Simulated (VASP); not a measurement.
A run of VASP 6.6.1 is set up as follows.

Contents of INCAR:

```
ALGO = Normal ; EDIFF = 1E-7
ENCUT = 520 ; GGA = PE
ISIF = 2 ; ISMEAR = 0
LASPH = T ; LCHARG = F
LREAL = F ; LWAVE = F
NBANDS = 11 ; NELM = 60
PREC = Accurate ; SIGMA = 0.05
```

File KPOINTS:

```
k-points
0
Gamma
  9 9 8
```

The input POSCAR:

```
MgO
1.0
    2.9380209034      0.0000000000      0.0000000000
   -1.4690104517      2.6334547651      0.0000000000
    0.0000000000      0.0000000000      2.6796800000
Mg O
1 1
Direct
    0.0000000000      0.0000000000      0.0000000000
    0.3333333333      0.6666666667      0.5000000000
```

Potentials or basis: VASP PAW PBE potentials, release 64 (Mg, O).

The run is started by

```sh
$ cat potpaw_PBE.64/Mg/POTCAR potpaw_PBE.64/O/POTCAR > POTCAR
$ mpirun -np 1 vasp_std > vasp.out
```

**Question.** Predict the band gap on the k mesh.

**Answer.** 2.64 eV, indirect (least direct gap 3.00 eV).

**Question.** What does it give for the pressure?

**Answer.** -4.6 GPa.

**Question.** Estimate the largest force.

**Answer.** 0.029 eV/Å.

Stress tensor (GPa, compression positive):
```
 -3.17   0.00   0.00
  0.00 -11.05   0.00
  0.00   0.00   0.39
```

Caveat: the cell differs from its parent crystal (strain +0.0350 x Voigt [0, 1, 0, 0, 0, 0]). A k mesh can miss the band edges.
